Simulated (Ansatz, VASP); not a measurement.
Two plane-wave programs on Cu6H

Contents of INCAR:

```
SYSTEM = Cu6H
ALGO = Fast ; DIPOL = 0.5 0.5 0.285
EDIFF = 1E-7 ; ENCUT = 520
GGA = PE ; IDIPOL = 3
ISIF = 2 ; ISMEAR = 0
LASPH = .True. ; LCHARG = .False.
LDIPOL = .True. ; LREAL = .False.
LWAVE = .False. ; NBANDS = 80
NELM = 100 ; PREC = Accurate
SIGMA = 0.1
```

KPOINTS

```
k-points
0
Gamma
  5 5 1
  0 0 0
```

Contents of POSCAR:

```
Cu6H
1.0
    5.1332392722      0.0000000000      0.0000000000
    0.0000000000      5.1332392722      0.0000000000
    0.0000000000      0.0000000000     21.5289058579
Cu H
12 2
Direct
    0.2500000000      0.2500000000      0.1857967157
    0.2500000000      0.7500000000      0.1857967157
    0.7500000000      0.2500000000      0.1857967157
    0.7500000000      0.7500000000      0.1857967157
    0.0000000000      0.0000000000      0.2677566944
    0.0000000000      0.5000000000      0.2677566944
    0.5000000000      0.0000000000      0.2677566944
    0.5000000000      0.5000000000      0.2677566944
    0.2500000000      0.2500000000      0.3497114952
    0.2500000000      0.7500000000      0.3497114952
    0.7500000000      0.2500000000      0.3497114952
    0.7500000000      0.7500000000      0.3497114952
    0.1349654246      1.0000000000      0.3854773630
    0.3650345754      1.0000000000      0.3854773630
```

Input for Ansatz:

```yaml
crystal:
  lattice:
    - [5.1332392722, 0.0, 0.0]
    - [0.0, 5.1332392722, 0.0]
    - [0.0, 0.0, 21.5289058579]
  atoms:
    - { symbol: Cu, position: [0.25, 0.25, 0.1857967157] }
    - { symbol: Cu, position: [0.25, 0.75, 0.1857967157] }
    - { symbol: Cu, position: [0.75, 0.25, 0.1857967157] }
    - { symbol: Cu, position: [0.75, 0.75, 0.1857967157] }
    - { symbol: Cu, position: [0.0, 0.0, 0.2677566944] }
    - { symbol: Cu, position: [0.0, 0.5, 0.2677566944] }
    - { symbol: Cu, position: [0.5, 0.0, 0.2677566944] }
    - { symbol: Cu, position: [0.5, 0.5, 0.2677566944] }
    - { symbol: Cu, position: [0.25, 0.25, 0.3497114952] }
    - { symbol: Cu, position: [0.25, 0.75, 0.3497114952] }
    - { symbol: Cu, position: [0.75, 0.25, 0.3497114952] }
    - { symbol: Cu, position: [0.75, 0.75, 0.3497114952] }
    - { symbol: H, position: [0.1349654246, 1.0, 0.385477363] }
    - { symbol: H, position: [0.3650345754, 1.0, 0.385477363] }
basis:
  ecutwfc: 420
kpoints:
  mp_grid: { grid: [5, 5, 1] }
hamiltonian:
  xc: pbe
scf:
  occupations: { method: gaussian, width: 0.1 }
output:
  forces: true
  eigenvalues: true
efield:
  axis: 3
  dipole_correction: true
  ramp_width: 0.04
```

Alike in both runs: task single point; functional PBE; k mesh 5 × 5 × 1; occupations gaussian, width 0.1 eV; no spin polarisation.

|  | VASP | Ansatz |
| --- | --- | --- |
| version | VASP 6.6.1 | Ansatz 0.2.0 |
| potentials or method | VASP PAW PBE potentials, release 64 (Cu, H), cutoff 520 eV | scalar-relativistic, plane waves, PAW |
| valence electrons in the cell | 134 | 230 |

Ansatz gave:

| Property | Result |
| --- | --- |
| gap on the k mesh at the Fermi level (eV) | none |
| rms of the force components (eV/Å) | 0.347 |

Question: Estimate VASP's values.

Answer: gap on the k mesh at the Fermi level (eV): none; rms of the force components (eV/Å): 0.357.

Atom by atom the forces differ by 0.015 eV/Å (rms over components). A gap of «none» marks a metal or a gap that the smearing closes. VASP's potentials hold 134 valence electrons a cell and Ansatz's 230, so a difference there can come from the potentials and not from the codes.
